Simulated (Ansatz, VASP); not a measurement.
One calculation of ZnCd2S3, two programs

INCAR

```
PREC = Accurate
ENCUT = 600
EDIFF = 1E-6
ISMEAR = 0
SIGMA = 0.1
LREAL = F
LASPH = T
NELM = 80
ALGO = Normal
ISIF = 3
LWAVE = F
LCHARG = F
GGA = PE
IBRION = 2
NSW = 90
EDIFFG = -0.04
```

The input KPOINTS:

```
Automatic mesh
0
Gamma
  4 4 4
```

The input POSCAR:

```
ZnCd2S3
1.0
    4.8535884925      0.0000000000      0.0000000000
    0.0000000000      4.8535884925      0.0000000000
    0.0000000000      0.0000000000      6.4167944876
Zn Cd S
1 2 3
Direct
    0.0000000000      0.0000000000      0.8709034598
    0.0000000000      0.5000000000      0.3217530281
    0.5000000000      0.0000000000      0.3217530281
    0.0000000000      0.5000000000      0.9437293066
    0.5000000000      0.0000000000      0.9437293066
    0.0000000000      0.0000000000      0.4928592809
```

Input for Ansatz:

```yaml
crystal:
  lattice:
    - [4.8535884925, 0.0, 0.0]
    - [0.0, 4.8535884925, 0.0]
    - [0.0, 0.0, 6.4167944876]
  atoms:
    - { symbol: Zn, position: [0.0, 0.0, 0.8709034598] }
    - { symbol: Cd, position: [0.0, 0.5, 0.3217530281] }
    - { symbol: Cd, position: [0.5, 0.0, 0.3217530281] }
    - { symbol: S, position: [0.0, 0.5, 0.9437293066] }
    - { symbol: S, position: [0.5, 0.0, 0.9437293066] }
    - { symbol: S, position: [0.0, 0.0, 0.4928592809] }
basis:
  ecutwfc: 420
kpoints:
  mp_grid: { grid: [4, 4, 4] }
hamiltonian:
  xc: pbe
scf:
  occupations: { method: gaussian, width: 0.1 }
  lower_state_search: "off"
output:
  forces: true
  stress: true
  eigenvalues: true
relax:
  adjacent_minimum: "off"
  f_tol: 0.04
  max_steps: 70
  cell: { stress_tol: 0.4 }
```

Alike in both runs: task relaxation of cell and atoms; functional PBE; k mesh 4 × 4 × 4; occupations gaussian, width 0.1 eV; no spin polarisation.

|  | VASP | Ansatz |
| --- | --- | --- |
| version | VASP 6.6.1 | Ansatz 0.2.0 |
| potentials or method | VASP PAW PBE potentials, release 64 (Zn, Cd, S), cutoff 600 eV | scalar-relativistic, plane waves, PAW |
| valence electrons in the cell | 54 | 70 |

Ansatz gave:

```
gap on the k mesh at the Fermi level, each at its own relaxed structure (eV) : none
relaxed volume (Å³/atom)                                                     : 25.19
relaxed cell length with the largest relative difference (Å)                 : 6.425
```

What did VASP give for the same quantities?

gap on the k mesh at the Fermi level, each at its own relaxed structure (eV): none; relaxed volume (Å³/atom): 25.27; relaxed cell length with the largest relative difference (Å): 6.437.

A gap of «none» marks a metal or a gap that the smearing closes. VASP's potentials hold 54 valence electrons a cell and Ansatz's 70, so a difference there can come from the potentials and not from the codes.
